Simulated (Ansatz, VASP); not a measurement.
## SrAlH3 in VASP and in Ansatz

```
CELL_PARAMETERS angstrom
4.58546 0.00000 0.00000
0.00000 4.58546 0.00000
0.00000 0.00000 4.58546
ATOMIC_POSITIONS crystal
Sr 0.50000 0.50000 0.50000
Al 0.00000 0.00000 0.00000
H 0.00000 0.50000 0.50000
H 0.50000 0.50000 0.02181
H 0.50000 0.00000 0.50000
```

Alike in both runs: task single point; functional PBE; k mesh 5 × 5 × 5; no spin polarisation.

```csv
,VASP,Ansatz
version,VASP 6.6.1,Ansatz 0.2.0
potentials or method,"VASP PAW PBE potentials, release 64 (Sr_sv, Al, H), cutoff 500 eV","plane waves, PAW"
occupations,"fermi-dirac, width 0.1 eV",fermi-dirac
valence electrons in the cell,16,16
```

VASP gave:

```
rms of the force components (eV/Å) : 0.222
```

**Question.** Which values does Ansatz return?

**Answer.** rms of the force components (eV/Å): 0.219.

Atom by atom the forces differ by 0.003 eV/Å (rms over components).
